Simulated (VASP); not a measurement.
Input of a VASP 6.6.1 run:

INCAR

```
PREC = Accurate
ENCUT = 520
EDIFF = 1E-7
ISMEAR = 0
SIGMA = 0.1
LREAL = False
LASPH = True
NELM = 100
ALGO = Normal
ISIF = 2
LWAVE = False
LCHARG = False
GGA = PS
NBANDS = 8
```

The input KPOINTS:

```
regular mesh
0
Gamma
  16 16 16
```

Contents of POSCAR:

```
As
1.0
    2.7685160326      0.0000000000      0.0000000000
    0.0000000000      2.7685160326      0.0000000000
    0.0000000000      0.0000000000      2.7685160326
As
1
Direct
    0.5000000000      0.5000000000      0.5000000000
```

Potentials or basis: VASP PAW PBE potentials, release 64 (As).

Command:

```console
$ cat potpaw_PBE.64/As/POTCAR > POTCAR
$ mpirun -np 1 vasp_std > vasp.out
```

Problem. Predict the pressure.

Solution. -6.3 GPa.

Caveat: the cell differs from its parent crystal (strained); the PAW data sets were made with another functional, which shifts forces and pressure a little.
